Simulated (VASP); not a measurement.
Input of a VASP 6.6.1 run:

The input INCAR:

```
PREC = Accurate ; ENCUT = 500
EDIFF = 1E-6 ; ISMEAR = -1
SIGMA = 0.05 ; LREAL = False
LASPH = True ; NELM = 120
ALGO = Normal ; ISIF = 2
LWAVE = False ; LCHARG = True
GGA = PE ; LELF = True
LVHAR = True ; NBANDS = 11
GGA_COMPAT = False
```

Contents of KPOINTS:

```
regular mesh
0
Gamma
  9 9 9
```

POSCAR

```
BAs
1.0
    2.9538034803      0.0000000000      0.0000000000
    0.0000000000      2.9538034803      0.0000000000
    0.0000000000      0.0000000000      2.9538034803
B As
1 1
Direct
    0.5000000000      0.5000000000      0.5000000000
    0.0000000000      0.0000000000      0.0000000000
```

Potentials or basis: VASP PAW PBE potentials, release 64 (B, As).

The run is started by

```sh
$ cat potpaw_PBE.64/B/POTCAR potpaw_PBE.64/As/POTCAR > POTCAR
$ mpirun -np 1 vasp_std > vasp.out
```

Task: Predict the pressure.

Result: -1.5 GPa.

Task: Estimate the band gap on the k mesh.

Result: Zero (band 4 reaches 9.16 eV, above the bottom of band 5 at 4.52 eV).
